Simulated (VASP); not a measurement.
# Al12H3C in VASP: single point with PBEsol

Aim: the single point of Al12H3C with PBEsol.

Everything below comes from runs of VASP 6.6.1. Logs are shortened: lines on timing, memory, paths and dates and some standing lists are left out, and cuts for length are marked.

### Step 1. The cell of the first run

The cell holds a slab with vacuum, 16 atoms: a = 5.728 Å, b = 5.728 Å, c = 15.677 Å, α = 90.00°, β = 90.00°, γ = 60.00°.

### Step 2. Single point, PBEsol

The input, INCAR:

```
  PREC = Accurate
  ENCUT = 520
  EDIFF = 1E-6
  ISMEAR = 0
  SIGMA = 0.1
  LREAL = Auto
  LASPH = T
  NELM = 100
  ALGO = Normal
  ISIF = 2
  LWAVE = F
  LCHARG = T
  GGA = PS
  LELF = T
  LVHAR = T
  NBANDS = 36
```

The input, KPOINTS:

```
regular mesh
0
Gamma
  3 3 1
```

The input, POSCAR:

```
Al12H3C
1.0
    5.7275650000      0.0000000000      0.0000000000
    2.8637820000      4.9602170000      0.0000000000
    0.0000000000      0.0000000000     15.6765370000
Al C H
12 1 3
Direct
    0.1666666208      0.1666667003      0.0637895984
    0.6666667081      0.1666667003      0.0637895984
    0.1666666712      0.6666665995      0.0637895984
    0.6666667585      0.6666665995      0.0637895984
   -0.1657540754      0.3345363721      0.2103440958
    0.3311971326      0.3342279179      0.2103488800
   -0.1654456729      0.8311815794      0.2103516867
    0.3333383340      0.8333179778      0.2058603249
    0.0076070748     -0.0033661834      0.3504886953
    0.4966324923     -0.0042467900      0.3504992206
   -0.0000345786      0.4999968751      0.3635633303
    0.4957686493      0.5075574315      0.3504863351
    0.0000158145      0.4999900206      0.4926914662
   -0.1087887167      0.3997603331      0.5165747384
    0.2090662087      0.3911651446      0.5165601306
   -0.1001947799      0.7090250285      0.5165716765
```

Potentials or basis: VASP PAW PBE potentials, release 64 (Al, C, H).

The run is started by

```
cat potpaw_PBE.64/Al/POTCAR potpaw_PBE.64/C/POTCAR potpaw_PBE.64/H/POTCAR > POTCAR
mpirun -np 1 vasp_std > vasp.out
```

OUTCAR:

```text
PREC = Accurate
   ENCUT = 520
   EDIFF = 1E-6
   ISMEAR = 0
   LREAL = Auto
   LASPH = T
   NELM = 100
   ISIF = 2
   GGA = PS

 ion  position               nearest neighbor table
   1  0.167  0.167  0.064-   8 2.77   6 2.83   5 2.83   2 2.86   4 2.86   3 2.86   3 2.86   2 2.86
                             4 2.86
   2  0.667  0.167  0.064-   5 2.84   6 2.84   7 2.84   1 2.86   4 2.86   3 2.86   3 2.86   4 2.86
                             1 2.86
   3  0.167  0.667  0.064-   8 2.77   7 2.83   6 2.83   4 2.86   1 2.86   2 2.86   2 2.86   1 2.86
                             4 2.86
   4  0.667  0.667  0.064-   8 2.77   5 2.83   7 2.83   3 2.86   1 2.86   2 2.86   2 2.86   3 2.86
                             1 2.86
   5  0.834  0.335  0.210-   9 2.76  12 2.77   4 2.83   1 2.83   2 2.84   6 2.85   7 2.85   8 2.86
                             8 2.87   7 2.88   6 2.88  11 2.91
   6  0.331  0.334  0.210-  12 2.76  10 2.77   1 2.83   3 2.83   2 2.84   5 2.85   7 2.85   8 2.86
                             8 2.87   7 2.88   5 2.88  11 2.91
   7  0.835  0.831  0.210-  10 2.76   9 2.77   3 2.83   4 2.83   2 2.84   6 2.85   5 2.85   8 2.86
                             8 2.87   5 2.88   6 2.88  11 2.91
   8  0.333  0.833  0.206-   3 2.77   4 2.77   1 2.77   9 2.78  12 2.78  10 2.78   6 2.86   5 2.86
                             7 2.86   7 2.87   5 2.87   6 2.87
   9  0.008  0.997  0.350-   5 2.76   7 2.77   8 2.78  10 2.80  12 2.80  11 2.87  11 2.87  12 2.93
                            10 2.93
  10  0.497  0.996  0.350-   7 2.76   6 2.77   8 2.78   9 2.80  12 2.80  11 2.87  11 2.87  12 2.93
                             9 2.93
  11  1.000  0.500  0.364-  13 2.02  10 2.87   9 2.87  12 2.87  12 2.87  10 2.87   9 2.87   7 2.91
                             5 2.91   6 2.91
  12  0.496  0.508  0.350-   6 2.76   5 2.77   8 2.78   9 2.80  10 2.80  11 2.87  11 2.87  10 2.93
                             9 2.93
  13  0.000  0.500  0.493-  16 1.10  15 1.10  14 1.10  11 2.02
  14  0.891  0.400  0.517-  13 1.10
  15  0.209  0.391  0.517-  13 1.10
  16  0.900  0.709  0.517-  13 1.10

  LATTYP: Found a hexagonal cell.
 ALAT       =     5.7275649303
 C/A-ratio  =     2.7370334847

  Lattice vectors:

 A1 = (  -2.8637820000,  -4.9602170000,   0.0000000000)
 A2 = (   5.7275650000,   0.0000000000,   0.0000000000)
 A3 = (   0.0000000000,   0.0000000000,  15.6765370000)

Analysis of symmetry for initial positions (statically):
=====================================================================
 Subroutine PRICEL returns:
 Original cell was already a primitive cell.

 Routine SETGRP: Setting up the symmetry group for a
 hexagonal supercell.

 Subroutine GETGRP returns: Found  1 space group operations
 (whereof  1 operations were pure point group operations)
[... 133 lines left out ...]
   TEBEG  =    0.0;   TEEND  =   0.0 temperature during run
   PSTRESS=    0.0 pullay stress
   NELECT =      43.0000    total number of electrons
   NUPDOWN=      -1.0000    fix difference up-down
   EMIN   =  10.00;   EMAX   =-10.00  energy-range for DOS
   EFERMI =   0.00;   METHOD = LEGACY
   ISMEAR =     0;   SIGMA  =   0.10  broadening in eV -4-tet -1-fermi 0-gaus
   EFERMI_NEDOS =   21; number of points for ismear=-14 and -15
   IALGO  =     38    algorithm
   IMIX   =      4    mixing-type and parameters
     AMIX     =   0.40;   BMIX     =  1.00
     AMIX_MAG =   1.60;   BMIX_MAG =  1.00
  volume/ion in A,a.u.               =      27.84       187.84
  Fermi-wavevector in a.u.,A,eV,Ry     =   0.751030  1.419241  7.674316  0.564046
  Thomas-Fermi vector in A             =   1.847918
   LORBIT       =      0    0 simple, 1 ext, 2 COOP (PROOUT), +10 PAW based schemes
   GGA     = PS    functional components
   LHFCALC =     F    Hartree Fock is set to
   AEXX    =    0.0000 exact exchange contribution
   IVDW    =     0    specifies the selected vdW correction
   LEPSILON=     F    determine dielectric tensor
   LRPA    =     F    only Hartree local field effects (RPA)
 non-spin polarized calculation
 Gauss-broadening in eV      SIGMA  =   0.10
  energy-cutoff  :      520.00
  volume of cell :      445.37
 maximum number of plane-waves:     12018
 NGX is ok and might be reduce to    42
   NGX = 21   NGY = 21   NGZ = 59

 number of electron      42.9999999 magnetization

 Free energy of the ion-electron system (eV)
  ---------------------------------------------------
  ext. energy  EPLUGINS =         0.00000000
  ---------------------------------------------------
  free energy    TOTEN  =       -65.77911291 eV

  energy without entropy =      -65.72742170  energy(sigma->0) =      -65.75326731

 E-fermi :   1.3718     XC(G=0):  -6.1022

 val. band max:        1.3430505135   @ k =   0.3333   0.0000   0.0000
 cond. band min:       1.4872488588   @ k =   0.0000   0.0000   0.0000
 fundamental gap:      0.1441983454
 Fermi energy:         1.3717681536

 k-point     1 :       0.0000    0.0000    0.0000
  band No.  band energies     occupation
      1     -11.0220      2.00000
      2      -8.9948      2.00000
      3      -7.1530      2.00000
      4      -4.4531      2.00000
      5      -4.0612      2.00000
      6      -4.0610      2.00000
[... 169 lines left out ...]
     32       4.9713      0.00000
     33       5.0237      0.00000
 [bands above 33 left out]

------------------------ aborting loop because EDIFF is reached ----------------------------------------

  FORCE on cell =-STRESS in cart. coord.  units (eV):
  Direction    XX          YY          ZZ          XY          YZ          ZX
  --------------------------------------------------------------------------------------
  -------------------------------------------------------------------------------------
  Total       -2.7986658     -2.8011425      0.0976020      0.0002664      0.0012098      0.0006842
  in kB      -10.0679439    -10.0768536      0.3511142      0.0009582      0.0043523      0.0024613
  external PRESSURE =      -6.5978945 kB  Pullay stress =       0.0000000 kB

 VOLUME and BASIS-vectors are now :
 -----------------------------------------------------------------------------
  energy-cutoff  :      520.00
  volume of cell :      445.37
      direct lattice vectors                 reciprocal lattice vectors
     5.727565000  0.000000000  0.000000000     0.174594265 -0.100802024  0.000000000
     2.863782000  4.960217000  0.000000000     0.000000000  0.201604083  0.000000000
     0.000000000  0.000000000 15.676537000     0.000000000  0.000000000  0.063789598

 POSITION                                       TOTAL-FORCE (eV/Angst)
 -----------------------------------------------------------------------------------
      1.43189      0.82670      1.00000        -0.001340     -0.032958     -0.031829
      4.29567      0.82670      1.00000        -0.000130     -0.000052      0.061648
      2.86378      3.30681      1.00000         0.028993      0.015309     -0.031649
      5.72757      3.30681      1.00000        -0.027813      0.017624     -0.031808
      5.73624      1.65937      3.29747         0.000304     -0.001255      0.000244
      2.85411      1.65784      3.29754         0.001053      0.001046      0.000092
[... 8 lines left out ...]
      2.31765      1.94026      8.09787         0.005299     -0.001632      0.003086
      7.18419      3.51692      8.09805        -0.001183      0.005722      0.003145
 -----------------------------------------------------------------------------------
    total drift:                                0.000703     -0.000535     -0.016678

  FREE ENERGIE OF THE ION-ELECTRON SYSTEM (eV)
  ---------------------------------------------------
  free  energy   TOTEN  =       -65.7791129139 eV

  energy  without entropy=      -65.7274216981  energy(sigma->0) =      -65.75326731
```

Run time: 2.2 min. Hardware: 1 thread of Intel Xeon 6975P-C (Granite Rapids), shared host; peak memory 0.55 GiB.

What came out:

* Free energy: -65.7791 eV
* Largest force: 0.062 eV/Å
* Band gap on the k mesh: zero (an odd number of electrons rules out a gap without spin polarisation)

Forces in eV/Å, atoms in the order of the input:
```
Al  -0.001 -0.033 -0.032
Al   0.000  0.000  0.062
Al   0.029  0.015 -0.032
Al  -0.028  0.018 -0.032
Al   0.000 -0.001  0.000
Al   0.001  0.001  0.000
Al  -0.001  0.001  0.000
Al   0.000 -0.001 -0.003
Al  -0.001 -0.005  0.006
Al  -0.004  0.003  0.005
Al   0.000  0.000 -0.013
Al   0.005  0.002  0.006
C    0.000  0.000  0.023
H   -0.004 -0.004  0.003
H    0.005 -0.002  0.003
H   -0.001  0.006  0.003
```

Caveat: the k points lie up to 0.42 Å⁻¹ apart, too coarse for converged energies and pressures of a metal; the PAW data sets were made with another functional, which shifts forces and pressure a little.
